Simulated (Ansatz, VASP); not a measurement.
Two plane-wave programs on FeO

```xyz
2
Lattice="0.0000 2.1114 2.1114 2.1114 0.0000 2.1114 2.1114 2.1114 0.0000" Properties=species:S:1:pos:R:3 pbc="T T T"
Fe    0.0000    0.0000    0.0000
O     2.1114    2.1114    2.1114
```

Alike in both runs: task single point; functional PBE; dispersion D4; k mesh 11 × 11 × 11; occupations fermi-dirac, width 0.05 eV; collinear spin.

|  | VASP | Ansatz |
| --- | --- | --- |
| version | VASP 6.6.1 | Ansatz 0.2.0 |
| potentials or method | VASP PAW PBE potentials, release 64 (Fe, O) | Ansatz PAW |
| plane-wave cutoff (eV) | 520 | 420 |
| valence electrons in the cell | 14 | 22 |

```tsv
	VASP	Ansatz	Ansatz less VASP
gap on the k mesh at the Fermi level (eV)	none	none	-
pressure (GPa)	9.6	9.3	-0.29
net moment per atom (μB)	2.00	2.00	+0.001
size of the moment on the site where the two differ most (μB)	3.61	3.42	-0.188
```

Site moments also hang on the region over which each program counts them. A gap of «none» marks a metal or a gap that the smearing closes. VASP's potentials hold 14 valence electrons a cell and Ansatz's 22, so a difference there can come from the potentials and not from the codes.
